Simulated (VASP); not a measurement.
# Ti (P6/mmm) in VASP: a series of runs

The runs below take Ti through single point, with PBEsol.

Everything below comes from runs of VASP 6.6.1. Logs are shortened: lines on timing, memory, paths and dates and some standing lists are left out, and cuts for length are marked.

**1. The cell of the first run**

The structure is hexagonal, space group P6/mmm (No. 191). Conventional cell: a = 4.488 Å, b = 4.488 Å, c = 2.854 Å, α = 90.00°, β = 90.00°, γ = 120.00°. Ti (site symmetry 6/mmm) has 14 Ti at 2.85 to 2.96 Å within 3.8 Å. Within 3.4 Å of Ti (site symmetry -6m2) lie 11 Ti at 2.59 to 2.96 Å.

**2. Single point, PBEsol**

INCAR

```
SYSTEM = Ti
  ALGO = Fast
  EDIFF = 1E-6
  ENCUT = 520
  GGA = PS
  ISIF = 2
  ISMEAR = 0
  LASPH = .True.
  LCHARG = .False.
  LREAL = .False.
  LWAVE = .False.
  NBANDS = 25
  NELM = 60
  PREC = Accurate
  SIGMA = 0.15
```

KPOINTS

```
k-points
0
Gamma
  12 12 14
  0 0 0
```

POSCAR

```
Ti
1.0
    4.4878000000      0.0000000000      0.0000000000
   -2.2439000000      3.8865488071      0.0000000000
    0.0000000000      0.0000000000      2.8543000000
Ti
3
Direct
    0.0000000000      0.0000000000      0.0000000000
    0.3333333333      0.6666666667      0.5000000000
    0.6666666667      0.3333333333      0.5000000000
```

Potentials or basis: VASP PAW PBE potentials, release 64 (Ti_sv).

Command:

```console
> cat potpaw_PBE.64/Ti_sv/POTCAR > POTCAR
> mpirun -np 1 vasp_std > vasp.out
```

OUTCAR:

```text
SYSTEM = Ti
   EDIFF = 1E-6
   ENCUT = 520
   GGA = PS
   ISIF = 2
   ISMEAR = 0
   LASPH = .True.
   LREAL = .False.
   NELM = 60
   PREC = Accurate

 ion  position               nearest neighbor table
   1  0.000  0.000  0.000-
   2  0.333  0.667  0.500-   3 2.59   3 2.59   3 2.59
   3  0.667  0.333  0.500-   2 2.59   2 2.59   2 2.59

  LATTYP: Found a hexagonal cell.
 ALAT       =     4.4878000000
 C/A-ratio  =     0.6360131913

  Lattice vectors:

 A1 = (   4.4878000000,   0.0000000000,   0.0000000000)
 A2 = (  -2.2439000000,   3.8865488071,   0.0000000000)
 A3 = (   0.0000000000,   0.0000000000,   2.8543000000)

Analysis of symmetry for initial positions (statically):
=====================================================================
 Subroutine PRICEL returns:
 Original cell was already a primitive cell.

 Routine SETGRP: Setting up the symmetry group for a
 hexagonal supercell.

 Subroutine GETGRP returns: Found 24 space group operations
 (whereof 24 operations were pure point group operations)
 out of a pool of 24 trial point group operations.

The static configuration has the point symmetry D_6h.

Analysis of symmetry for dynamics (positions and initial velocities):
=====================================================================
 Subroutine PRICEL returns:
 Original cell was already a primitive cell.

 Routine SETGRP: Setting up the symmetry group for a
 hexagonal supercell.

 Subroutine GETGRP returns: Found 24 space group operations
 (whereof 24 operations were pure point group operations)
 out of a pool of 24 trial point group operations.

The dynamic configuration has the point symmetry D_6h.

 Subroutine INISYM returns: Found 24 space group operations
 (whereof 24 operations are pure point group operations),
 and found     1 'primitive' translations

----------------------------------------------------------------------------------------

                                     Primitive cell

  volume of cell :      49.7849

  direct lattice vectors                    reciprocal lattice vectors
[... 75 lines left out ...]
   dimension x,y,z NGXF=    72 NGYF=   72 NGZF=   48
   ions per type =               3
   NGX,Y,Z   is equivalent  to a cutoff of  13.34, 13.34, 13.98 a.u.
   NGXF,Y,Z  is equivalent  to a cutoff of  26.67, 26.67, 27.96 a.u.
 SYSTEM =  Ti
   PREC   = accura    normal or accurate (medium, high low for compatibility)
   ISTART =      0    job   : 0-new  1-cont  2-samecut
   ICHARG =      2    charge: 1-file 2-atom 10-const
   ISPIN  =      1    spin polarized calculation?
   LNONCOLLINEAR =      F non collinear calculations
   LSORBIT =      F    spin-orbit coupling
   LASPH  =      T    aspherical Exc in radial PAW
   ENCUT  =  520.0 eV  38.22 Ry    6.18 a.u.   8.34  8.34  5.31*2*pi/ulx,y,z
   NELM   =     60;   NELMIN=  2; NELMDL= -5     # of ELM steps
   EDIFF  = 0.1E-05   stopping-criterion for ELM
   LREAL  =      F    real-space projection
   EDIFFG = 0.1E-04   stopping-criterion for IOM
   NSW    =      0    number of steps for IOM
   IBRION =     -1    ionic relax: 0-MD 1-quasi-New 2-CG
   NFREE  =      0    steps in history (QN), initial steepest desc. (CG)
   ISIF   =      2    stress and relaxation
   ISYM   =      2    0-nonsym 1-usesym 2-fastsym
   POTIM  = 0.5000    time-step for ionic-motion
   TEBEG  =    0.0;   TEEND  =   0.0 temperature during run
   PSTRESS=    0.0 pullay stress
   NELECT =      36.0000    total number of electrons
   NUPDOWN=      -1.0000    fix difference up-down
   EMIN   =  10.00;   EMAX   =-10.00  energy-range for DOS
   EFERMI =   0.00;   METHOD = LEGACY
   ISMEAR =     0;   SIGMA  =   0.15  broadening in eV -4-tet -1-fermi 0-gaus
   EFERMI_NEDOS =   21; number of points for ismear=-14 and -15
   IALGO  =     68    algorithm
   IMIX   =      4    mixing-type and parameters
     AMIX     =   0.40;   BMIX     =  1.00
     AMIX_MAG =   1.60;   BMIX_MAG =  1.00
  volume/ion in A,a.u.               =      16.59       111.99
  Fermi-wavevector in a.u.,A,eV,Ry     =   1.469411  2.776784 29.377269  2.159168
  Thomas-Fermi vector in A             =   2.584792
   LORBIT       =      0    0 simple, 1 ext, 2 COOP (PROOUT), +10 PAW based schemes
   GGA     = PS    functional components
   LHFCALC =     F    Hartree Fock is set to
   AEXX    =    0.0000 exact exchange contribution
   IVDW    =     0    specifies the selected vdW correction
   LEPSILON=     F    determine dielectric tensor
   LRPA    =     F    only Hartree local field effects (RPA)
 non-spin polarized calculation
 RMM-DIIS sequential band-by-band and
 Gauss-broadening in eV      SIGMA  =   0.15
  energy-cutoff  :      520.00
  volume of cell :       49.78
 maximum number of plane-waves:      1367
 NGX is ok and might be reduce to    36
   NGX = 17   NGY = 17   NGZ = 11

 number of electron      36.0000011 magnetization

 Free energy of the ion-electron system (eV)
  ---------------------------------------------------
  ext. energy  EPLUGINS =         0.00000000
  ---------------------------------------------------
  free energy    TOTEN  =       -25.05949959 eV

  energy without entropy =      -25.02745281  energy(sigma->0) =      -25.04347620

 E-fermi :   8.5993     XC(G=0): -11.8523

 val. band max:        8.5956361150   @ k =   0.4167  -0.0000   0.0714
 cond. band min:       8.6065707915   @ k =   0.3333   0.1667   0.3571
 fundamental gap:      0.0109346765
 Fermi energy:         8.5993195096

 k-point     1 :       0.0000    0.0000    0.0000
  band No.  band energies     occupation
      1     -48.0225      2.00000
      2     -47.7495      2.00000
      3     -47.5461      2.00000
      4     -24.4505      2.00000
      5     -24.4505      2.00000
      6     -24.3669      2.00000
[... 661 lines left out ...]
     24      10.7767      0.00000
     25      11.2312      0.00000

 [... further k-points ...]
[... 5 lines left out ...]
  --------------------------------------------------------------------------------------
  -------------------------------------------------------------------------------------
  Total        0.0869014      0.0869014     -1.3949604      0.0000000      0.0000000      0.0000000
  in kB        2.7966620      2.7966620    -44.8926475      0.0000000      0.0000000      0.0000000
  external PRESSURE =     -13.0997745 kB  Pullay stress =       0.0000000 kB

 VOLUME and BASIS-vectors are now :
 -----------------------------------------------------------------------------
  energy-cutoff  :      520.00
  volume of cell :       49.78
      direct lattice vectors                 reciprocal lattice vectors
     4.487800000  0.000000000  0.000000000     0.222826329  0.128648841  0.000000000
    -2.243900000  3.886548807  0.000000000     0.000000000  0.257297682  0.000000000
     0.000000000  0.000000000  2.854300000     0.000000000  0.000000000  0.350348597

 POSITION                                       TOTAL-FORCE (eV/Angst)
 -----------------------------------------------------------------------------------
      0.00000      0.00000      0.00000        -0.000000      0.000000      0.000000
     -0.00000      2.59103      1.42715        -0.000000     -0.000000     -0.000000
      2.24390      1.29552      1.42715         0.000000     -0.000000      0.000000
 -----------------------------------------------------------------------------------
    total drift:                                0.000000      0.000000     -0.000000

  FREE ENERGIE OF THE ION-ELECTRON SYSTEM (eV)
  ---------------------------------------------------
  free  energy   TOTEN  =       -25.0594995868 eV

  energy  without entropy=      -25.0274528077  energy(sigma->0) =      -25.04347620
```

stdout:

```text
POSCAR found type information on POSCAR Ti
 POSCAR found :  1 types and       3 ions
 scaLAPACK will be used
 -----------------------------------------------------------------------------
|                                                                             |
|                                                                             |
|     You enforced a specific xc type in the INCAR file but a different       |
[... 21 lines left out ...]
WARNING in EDDRMM: call to ZHEGV failed, returncode =   6  3     18
WARNING in EDDRMM: call to ZHEGV failed, returncode =   6  3     13
WARNING in EDDRMM: call to ZHEGV failed, returncode =   8  4     23
WARNING in EDDRMM: call to ZHEGV failed, returncode =   8  4      4
WARNING in EDDRMM: call to ZHEGV failed, returncode =   8  4     24
WARNING in EDDRMM: call to ZHEGV failed, returncode =   8  4     23
WARNING in EDDRMM: call to ZHEGV failed, returncode =   8  4      5
```

Wall time 5.1 min (1 thread of Intel Xeon 6975P-C (Granite Rapids), shared host); peak memory 0.27 GiB.

Results:

```yaml
Free_energy: -25.0595 eV
Pressure: -1.3 GPa
Band_gap_on_the_k_mesh: zero (band 18 reaches 8.89 eV, above the bottom of band 19 at 8.48 eV)
```

Levels at points of the mesh, in eV from the Fermi level:
| k point | band 14 | band 15 | band 16 | band 17 | band 18 | band 19 | band 20 | band 21 | band 22 | band 23 |
| --- | --- | --- | --- | --- | --- | --- | --- | --- | --- | --- |
| (0.00, 0.00, 0.00) | -2.08 | -0.69 | -0.69 | -0.58 | -0.58 | 0.11 | 0.84 | 1.34 | 1.34 | 1.70 |
| (0.50, 0.00, 0.00) | -3.55 | -2.71 | -0.46 | -0.37 | -0.33 | 0.10 | 0.67 | 0.82 | 1.34 | 1.80 |
| (0.00, 0.00, 0.50) | -2.20 | -2.20 | -1.88 | -1.70 | -1.70 | 1.17 | 1.17 | 1.25 | 1.25 | 3.08 |
| (0.50, 0.00, 0.50) | -2.18 | -1.74 | -1.23 | -0.79 | -0.72 | 0.36 | 0.77 | 0.94 | 1.06 | 2.31 |

Caveat: the PAW data sets were made with another functional, which shifts forces and pressure a little.

**3. Single point, PBEsol**

This run uses another cell than the first one, of 16.66 Å³/atom, 1.004 times its volume.

INCAR

```
ALGO = Fast
EDIFF = 1E-6
ENCUT = 520
GGA = PS
ISIF = 2
ISMEAR = 0
LASPH = True
LCHARG = False
LREAL = False
LWAVE = False
NBANDS = 25
NELM = 80
PREC = Accurate
SIGMA = 0.15
```

KPOINTS

```
k-points
0
Gamma
  12 12 14
```

POSCAR

```
Ti
1.0
    4.5962000000      0.0000000000      0.0000000000
   -2.2981000000      3.9804259609      0.0000000000
    0.0000000000      0.0000000000      2.7312000000
Ti
3
Direct
    0.0000000000      0.0000000000      0.0000000000
    0.3333333333      0.6666666667      0.5000000000
    0.6666666667      0.3333333333      0.5000000000
```

Potentials or basis: VASP PAW PBE potentials, release 64 (Ti_sv).

Command:

```console
> cat potpaw_PBE.64/Ti_sv/POTCAR > POTCAR
> mpirun -np 1 vasp_std > vasp.out
```

OUTCAR:

```text
EDIFF = 1E-6
   ENCUT = 520
   GGA = PS
   ISIF = 2
   ISMEAR = 0
   LASPH = True
   LREAL = False
   NELM = 80
   PREC = Accurate

 ion  position               nearest neighbor table
   1  0.000  0.000  0.000-
   2  0.333  0.667  0.500-   3 2.65   3 2.65   3 2.65
   3  0.667  0.333  0.500-   2 2.65   2 2.65   2 2.65

  LATTYP: Found a hexagonal cell.
 ALAT       =     4.5962000000
 C/A-ratio  =     0.5942300161

  Lattice vectors:

 A1 = (   4.5962000000,   0.0000000000,   0.0000000000)
 A2 = (  -2.2981000000,   3.9804259609,   0.0000000000)
 A3 = (   0.0000000000,   0.0000000000,   2.7312000000)

Analysis of symmetry for initial positions (statically):
=====================================================================
 Subroutine PRICEL returns:
 Original cell was already a primitive cell.

 Routine SETGRP: Setting up the symmetry group for a
 hexagonal supercell.

 Subroutine GETGRP returns: Found 24 space group operations
 (whereof 24 operations were pure point group operations)
 out of a pool of 24 trial point group operations.

The static configuration has the point symmetry D_6h.

Analysis of symmetry for dynamics (positions and initial velocities):
=====================================================================
 Subroutine PRICEL returns:
 Original cell was already a primitive cell.

 Routine SETGRP: Setting up the symmetry group for a
 hexagonal supercell.

 Subroutine GETGRP returns: Found 24 space group operations
 (whereof 24 operations were pure point group operations)
 out of a pool of 24 trial point group operations.

The dynamic configuration has the point symmetry D_6h.

 Subroutine INISYM returns: Found 24 space group operations
 (whereof 24 operations are pure point group operations),
[... 107 lines left out ...]
   TEBEG  =    0.0;   TEEND  =   0.0 temperature during run
   PSTRESS=    0.0 pullay stress
   NELECT =      36.0000    total number of electrons
   NUPDOWN=      -1.0000    fix difference up-down
   EMIN   =  10.00;   EMAX   =-10.00  energy-range for DOS
   EFERMI =   0.00;   METHOD = LEGACY
   ISMEAR =     0;   SIGMA  =   0.15  broadening in eV -4-tet -1-fermi 0-gaus
   EFERMI_NEDOS =   21; number of points for ismear=-14 and -15
   IALGO  =     68    algorithm
   IMIX   =      4    mixing-type and parameters
     AMIX     =   0.40;   BMIX     =  1.00
     AMIX_MAG =   1.60;   BMIX_MAG =  1.00
  volume/ion in A,a.u.               =      16.66       112.40
  Fermi-wavevector in a.u.,A,eV,Ry     =   1.467625  2.773409 29.305891  2.153922
  Thomas-Fermi vector in A             =   2.583220
   LORBIT       =      0    0 simple, 1 ext, 2 COOP (PROOUT), +10 PAW based schemes
   GGA     = PS    functional components
   LHFCALC =     F    Hartree Fock is set to
   AEXX    =    0.0000 exact exchange contribution
   IVDW    =     0    specifies the selected vdW correction
   LEPSILON=     F    determine dielectric tensor
   LRPA    =     F    only Hartree local field effects (RPA)
 non-spin polarized calculation
 RMM-DIIS sequential band-by-band and
 Gauss-broadening in eV      SIGMA  =   0.15
  energy-cutoff  :      520.00
  volume of cell :       49.97
 maximum number of plane-waves:      1372
 NGX is ok and might be reduce to    36
   NGX = 17   NGY = 17   NGZ = 11

 number of electron      36.0000005 magnetization

 Free energy of the ion-electron system (eV)
  ---------------------------------------------------
  ext. energy  EPLUGINS =         0.00000000
  ---------------------------------------------------
  free energy    TOTEN  =       -25.03457489 eV

  energy without entropy =      -25.00280898  energy(sigma->0) =      -25.01869193

 E-fermi :   8.4732     XC(G=0): -11.8378

 val. band max:        8.4709896069   @ k =   0.2500   0.0833   0.0714
 cond. band min:       8.4732584155   @ k =   0.3333   0.2500   0.3571
 fundamental gap:      0.0022688086
 Fermi energy:         8.4732067778

 k-point     1 :       0.0000    0.0000    0.0000
  band No.  band energies     occupation
      1     -48.0422      2.00000
      2     -47.8056      2.00000
      3     -47.6502      2.00000
      4     -24.4655      2.00000
      5     -24.4655      2.00000
      6     -24.3714      2.00000
[... 661 lines left out ...]
     24      10.6071      0.00000
     25      11.4143      0.00000

 [... further k-points ...]
[... 5 lines left out ...]
  --------------------------------------------------------------------------------------
  -------------------------------------------------------------------------------------
  Total       -1.3107404     -1.3107404      1.2752891      0.0000000      0.0000000      0.0000000
  in kB      -42.0286372    -42.0286372     40.8918982      0.0000000      0.0000000      0.0000000
  external PRESSURE =     -14.3884587 kB  Pullay stress =       0.0000000 kB

 VOLUME and BASIS-vectors are now :
 -----------------------------------------------------------------------------
  energy-cutoff  :      520.00
  volume of cell :       49.97
      direct lattice vectors                 reciprocal lattice vectors
     4.596200000  0.000000000  0.000000000     0.217571037  0.125614697  0.000000000
    -2.298100000  3.980425961  0.000000000     0.000000000  0.251229393  0.000000000
     0.000000000  0.000000000  2.731200000     0.000000000  0.000000000  0.366139426

 POSITION                                       TOTAL-FORCE (eV/Angst)
 -----------------------------------------------------------------------------------
      0.00000      0.00000      0.00000        -0.000000      0.000000     -0.000000
     -0.00000      2.65362      1.36560         0.000000      0.000000      0.000000
      2.29810      1.32681      1.36560        -0.000000      0.000000     -0.000000
 -----------------------------------------------------------------------------------
    total drift:                                0.000000      0.000000     -0.000000

  FREE ENERGIE OF THE ION-ELECTRON SYSTEM (eV)
  ---------------------------------------------------
  free  energy   TOTEN  =       -25.0345748948 eV

  energy  without entropy=      -25.0028089750  energy(sigma->0) =      -25.01869193
```

OSZICAR:

```text
N       E                     dE             d eps       ncg     rms          rms(c)
DAV:   1     0.430582603845E+03    0.43058E+03   -0.18700E+04  7600   0.180E+03
DAV:   2     0.206613538103E+02   -0.40992E+03   -0.40310E+03  7648   0.517E+02
DAV:   3    -0.248081006855E+02   -0.45469E+02   -0.44420E+02 13860   0.148E+02
[... 39 lines left out ...]
RMM:  43    -0.250345739177E+02   -0.60345E-06   -0.15844E-05  7542   0.162E-02    0.278E-02
RMM:  44    -0.250345742686E+02   -0.35090E-06   -0.14096E-05  7653   0.166E-02    0.252E-02
RMM:  45    -0.250345745536E+02   -0.28507E-06   -0.12546E-05  7539   0.158E-02    0.233E-02
RMM:  46    -0.250345747620E+02   -0.20833E-06   -0.13106E-05  8262   0.190E-02    0.166E-02
RMM:  47    -0.250345748948E+02   -0.13283E-06   -0.96866E-06  6786   0.160E-02
   1 F= -.25034575E+02 E0= -.25018692E+02  d E =-.317659E-01
```

It took 4.5 min on 1 thread of Intel Xeon 6975P-C (Granite Rapids), shared host; peak memory 0.27 GiB.

What came out:

```yaml
Free_energy: -25.0346 eV
Pressure: -1.4 GPa
Band_gap_on_the_k_mesh: zero (band 18 reaches 8.58 eV, above the bottom of band 19 at 8.28 eV)
```

Stress tensor (GPa, compression positive):
```
-4.20  0.00  0.00
 0.00 -4.20  0.00
 0.00  0.00  4.09
```

Levels at points of the mesh, in eV from the Fermi level:
| k point | band 16 | band 17 | band 18 | band 19 | band 20 | band 21 |
| --- | --- | --- | --- | --- | --- | --- |
| (0.00, 0.00, 0.00) | -0.71 | -0.62 | -0.62 | -0.19 | 0.51 | 1.34 |
| (0.50, 0.00, 0.00) | -0.47 | -0.40 | -0.38 | 0.02 | 0.40 | 1.07 |
| (0.00, 0.00, 0.50) | -1.60 | -1.60 | -1.44 | 0.98 | 0.98 | 1.40 |
| (0.50, 0.00, 0.50) | -1.16 | -0.59 | -0.41 | 0.38 | 0.97 | 1.18 |

Caveat: the PAW data sets were made with another functional, which shifts forces and pressure a little.
